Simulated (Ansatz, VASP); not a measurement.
One calculation of Zn2SiN3, two programs

```
Zn Si N
1.0
     4.28504    0.00000    0.00000
    -2.14252    3.71096    0.00000
     0.00000    0.00000    5.13700
Zn Si N
2 1 3
Direct
  0.00000 0.00000 0.25793
  0.00000 0.00000 0.74207
  0.66667 0.33333 0.50000
  0.66667 0.33333 0.88612
  0.66667 0.33333 0.11388
  0.33333 0.66667 0.00000
```

Alike in both runs: functional PBE; k mesh 6 × 6 × 4; occupations gaussian, width 0.1 eV; collinear spin.

Ansatz relaxed the structure, and its values are those at the end. VASP's run is a single point on that final structure, the one shown.

|  | VASP | Ansatz |
| --- | --- | --- |
| version | VASP 6.6.1 | Ansatz 0.2.0 |
| potentials or method | VASP PAW PBE potentials, release 64 (Zn, Si, N), cutoff 520 eV | scalar-relativistic, plane waves, PAW |
| valence electrons in the cell | 43 | 43 |

|  | VASP | Ansatz | Ansatz less VASP |
| --- | --- | --- | --- |
| gap on the k mesh at the Fermi level (eV) | none | none | - |
| pressure (GPa) | 0.4 | 0.0 | -0.45 |
| rms of the force components (eV/Å) | 0.198 | 0.001 | -0.1976 |
| net moment per atom (μB) | 0.15 | 0.15 | 0.000 |
| size of the moment on the site where the two differ most (μB) | 0.70 | 0.92 | +0.217 |

Site moments also hang on the region over which each program counts them. A gap of «none» marks a metal or a gap that the smearing closes. One of these differences is far larger than is usual between the two programs; its cause wasn't traced. With one functional, cell and mesh, what is left measures potentials, basis and numerics.

Noted on VASP's run: the standard files for N, O and F lose accuracy on very short bonds.
